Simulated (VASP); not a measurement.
**PtSe2: single point with PBEsol**

Crystal: PtSe2.

```
CELL_PARAMETERS angstrom
4.02192 0.00000 0.00000
-2.01096 3.48309 0.00000
0.00000 0.00000 4.65704
ATOMIC_POSITIONS crystal
Pt 0.00000 0.00000 0.00000
Se 0.33333 0.66667 0.25000
Se 0.66667 0.33333 0.75000
```

This cell differs from its parent crystal: strain +0.080 along x and y, -0.080 along z.

```yaml
Program: VASP 6.6.1
Task: single point
Functional: PBEsol
Potentials_or_basis: VASP PAW PBE potentials, release 64 (Pt, Se)
Cutoff: 520 eV
k_mesh: 12 × 12 × 10
Occupations: gaussian, width 0.15 eV
Spin: no spin polarisation
Dipole_correction: no
Further_INCAR_settings: ALGO = Normal; EDIFF = 1e-07; NBANDS = 18
```

```json
{"Pressure": "-10.0 GPa", "Largest force": "0.196 eV/Å", "Band gap on the k mesh": "zero (band 11 reaches 6.03 eV, above the bottom of band 12 at 5.18 eV)"}
```

Forces on the atoms (eV/Å):
```
Pt   0.000  0.000  0.000
Se   0.000  0.000 -0.196
Se   0.000  0.000  0.196
```

Stress tensor (GPa, compression positive):
```
-13.44   0.00   0.00
  0.00 -13.44   0.00
  0.00   0.00  -3.04
```

Levels at points of the mesh, in eV from the Fermi level:
| k point | band 9 | band 10 | band 11 | band 12 | band 13 | band 14 |
| --- | --- | --- | --- | --- | --- | --- |
| (0.00, 0.00, 0.00) | -1.08 | -1.08 | 0.76 | 1.05 | 1.05 | 3.17 |
| (0.50, 0.00, 0.00) | -3.02 | -2.75 | -2.50 | 0.52 | 2.37 | 4.38 |
| (0.00, 0.00, 0.50) | -1.65 | -1.65 | -1.53 | 2.07 | 2.07 | 5.11 |
| (0.50, 0.00, 0.50) | -2.78 | -2.51 | -0.70 | 0.81 | 0.92 | 4.91 |

Run time: 92 s on 1 thread of AMD EPYC 9R45 96-Core Processor (Zen 5), on a shared host, peak memory 0.29 GiB.

Caveat: the cell differs from its parent crystal (strain +0.080 along x and y, -0.080 along z); the PAW data sets were made with another functional, which shifts forces and pressure a little; spin-orbit coupling is left out, which moves the levels of the heavy elements.
